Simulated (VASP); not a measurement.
Here is a VASP 6.6.1 calculation.

File INCAR:

```
ALGO     = Normal         # electronic algorithm
EDIFF    = 1E-7           # SCF threshold, eV
ENCUT    = 520            # plane-wave cutoff, eV
GGA      = PE             # functional
ISIF     = 2              # what is computed and relaxed
ISMEAR   = 0              # smearing method
LASPH    = True           # aspherical terms in the spheres
LCHARG   = True           # write CHGCAR
LELF     = True           # ELF
LREAL    = False          # projectors in reciprocal space
LVHAR    = True         
LWAVE    = False          # write WAVECAR
NBANDS   = 10             # bands
NELM     = 80             # most SCF steps
PREC     = Accurate       # precision mode
SIGMA    = 0.15           # smearing width, eV
```

File KPOINTS:

```
k-points
0
Gamma
  10 10 10
```

The input POSCAR:

```
Re
1.0
    0.0000000000      2.1667665997      1.6749105816
    2.1667665997      0.0000000000      1.6749105816
    2.1667665997      2.1667665997      0.0000000000
Re
1
Direct
    0.0000000000      0.0000000000      0.0000000000
```

Potentials or basis: VASP PAW PBE potentials, release 64 (Re).

Launch:

```console
$ cat potpaw_PBE.64/Re/POTCAR > POTCAR
$ mpirun -np 1 vasp_std > vasp.out
```

Question: Predict the pressure.

Answer: -13.5 GPa.

Stress tensor (GPa, compression positive):
```
-14.85   0.00   0.00
  0.00 -14.85   0.00
  0.00   0.00 -10.88
```
